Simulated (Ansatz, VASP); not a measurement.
**Two plane-wave programs on Al2Rh**

```
CELL_PARAMETERS angstrom
4.33174 0.00000 0.00000
-2.16587 3.75140 0.00000
0.00000 0.00000 5.34357
ATOMIC_POSITIONS crystal
Al 0.33333 0.66667 0.75000
Al 0.66667 0.33333 0.25000
Al 0.00000 0.00000 0.00000
Al 0.00000 0.00000 0.50000
Rh 0.33333 0.66667 0.25000
Rh 0.66667 0.33333 0.75000
```

Change from the starting cell: species swapped into the Tm2In type (P6_3/mmc, No. 194).

Alike in both runs: functional PBE; k mesh 12 × 12 × 8; occupations gaussian, width 0.1 eV; no spin polarisation.

Ansatz relaxed the structure, and its values are those at the end. VASP's run is a single point on that final structure, the one shown.

```csv
,VASP,Ansatz
version,VASP 6.6.1,Ansatz 0.2.0
potentials or method,"VASP PAW PBE potentials, release 64 (Al, Rh_pv), cutoff 520 eV","scalar-relativistic, plane waves, PAW"
valence electrons in the cell,42,46
```

```tsv
	VASP	Ansatz	Ansatz less VASP
gap on the k mesh at the Fermi level (eV)	none	none	-
pressure (GPa)	0.0	0.0	-0.03
```

A gap of «none» marks a metal or a gap that the smearing closes. VASP's potentials hold 42 valence electrons a cell and Ansatz's 46, so a difference there can come from the potentials and not from the codes.
